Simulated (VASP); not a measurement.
Rh: relaxation of cell and atoms with PBE

The system is Rh.

```
Rh
1.0
     4.32185    0.00000    0.00000
    -2.16092    3.74283    0.00000
     0.00000    0.00000    2.68211
Rh
3
Direct
  0.00000 0.00000 0.00000
  0.33333 0.66667 0.50000
  0.66667 0.33333 0.50000
```

This isn't the form of Rh at room conditions, which is fcc.

```
Program                : VASP 6.6.1
Task                   : relaxation of cell and atoms
Functional             : PBE
Potentials or basis    : VASP PAW PBE potentials, release 64 (Rh_pv)
Cutoff                 : 600 eV
k mesh                 : 12 × 12 × 18
Occupations            : gaussian, width 0.1 eV
Spin                   : no spin polarisation
Dipole correction      : no
Further INCAR settings : ALGO = Fast; EDIFF = 1e-06; IBRION = 2; EDIFFG = -0.01; NSW = 100; ISIF = 3
```

| Quantity | Value |
| --- | --- |
| Relaxed volume | 14.43 Å³/atom |
| Relaxed cell | a = 4.337 Å, b = 4.337 Å, c = 2.657 Å, α = 90.00°, β = 90.00°, γ = 120.00° |
| Space group after relaxing (to 0.1 Å) | P6/mmm (No. 191) |
| Energy gained by relaxing | 1.7 meV/atom |
| Ionic steps | 6 |
| Pressure after relaxing | 0.0 GPa |
| Band gap on the k mesh | zero (an odd number of electrons rules out a gap without spin polarisation) |

Stress tensor (GPa, compression positive):
```
 0.01  0.00  0.00
 0.00  0.01  0.00
 0.00  0.00 -0.08
```

Step by step:
```tsv
step	energy change (eV)	largest force (eV/Å)	pressure (GPa)	volume (Å³)
1	0.0000	0.0000	-0.30	43.39
2	-0.0042	0.0000	0.33	43.21
3	-0.0051	0.0000	0.11	43.26
4	-0.0051	0.0000	0.16	43.27
5	-0.0051	0.0000	-0.29	43.35
6	-0.0052	0.0000	-0.02	43.29
```

Final structure:
```
Rh
1.0
     4.33721    0.00000    0.00000
    -2.16860    3.75613    0.00000
     0.00000    0.00000    2.65731
Rh
3
Direct
  0.00000 0.00000 0.00000
  0.33333 0.66667 0.50000
  0.66667 0.33333 0.50000
```

Levels at points of the mesh, in eV from the Fermi level:
```
           k point  band 21  band 22  band 23  band 24  band 25  band 26
(0.00, 0.00, 0.00)    -1.56    -1.49    -1.49     0.73     0.73     8.26
(0.50, 0.00, 0.00)    -0.23     0.07     0.10     0.13     0.40     0.79
(0.00, 0.00, 0.50)    -0.04     0.34     0.34     1.48     2.71     3.55
(0.50, 0.00, 0.50)    -0.40     0.13     0.50     1.11     2.92     3.54
```

It took 5.4 min on 1 thread of Intel(R) Xeon(R) 6975P-C (Granite Rapids), on a shared host, peak memory 0.33 GiB.
